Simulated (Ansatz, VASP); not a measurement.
**Two plane-wave programs on ScTi3N3**

```xyz
7
Lattice="4.3624 0.0326 -0.0101 0.0326 4.2108 0.0233 -0.0101 0.0233 4.2289" Properties=species:S:1:pos:R:3 pbc="T T T"
Sc    0.0965    4.3059   -0.0626
Ti    2.2490    0.1030    2.2674
Ti    2.0649    2.0649    0.1144
Ti   -0.0786    2.1557    2.1658
N     2.1635   -0.0672   -0.0256
N     0.1315    2.1137    4.1112
N    -0.0270   -0.0419    2.0446
```

Change from the starting cell: cell x1, atoms moved at random (sigma 0.1 Å) and cell strained at random (1.5 %), then relaxed without symmetry.

Alike in both runs: task relaxation of cell and atoms; functional PBE; k mesh 6 × 6 × 6; occupations gaussian, width 0.2 eV; no spin polarisation.

```csv
,VASP,Ansatz
version,VASP 6.6.1,Ansatz 0.2.0
potentials or method,"VASP PAW PBE potentials, release 64 (Sc_sv, Ti_sv, N), cutoff 600 eV","scalar-relativistic, plane waves, PAW"
valence electrons in the cell,62,62
```

Ansatz gave:

| Property | Result |
| --- | --- |
| gap on the k mesh at the Fermi level, each at its own relaxed structure (eV) | none |
| relaxed volume (Å³/atom) | 11.39 |
| relaxed length of the cell vector where the two differ most in proportion (Å) | 4.303 |

Q: Estimate VASP's values.

A: gap on the k mesh at the Fermi level, each at its own relaxed structure (eV): none; relaxed volume (Å³/atom): 11.43; relaxed length of the cell vector where the two differ most in proportion (Å): 4.309.

A gap of «none» marks a metal or a gap that the smearing closes.
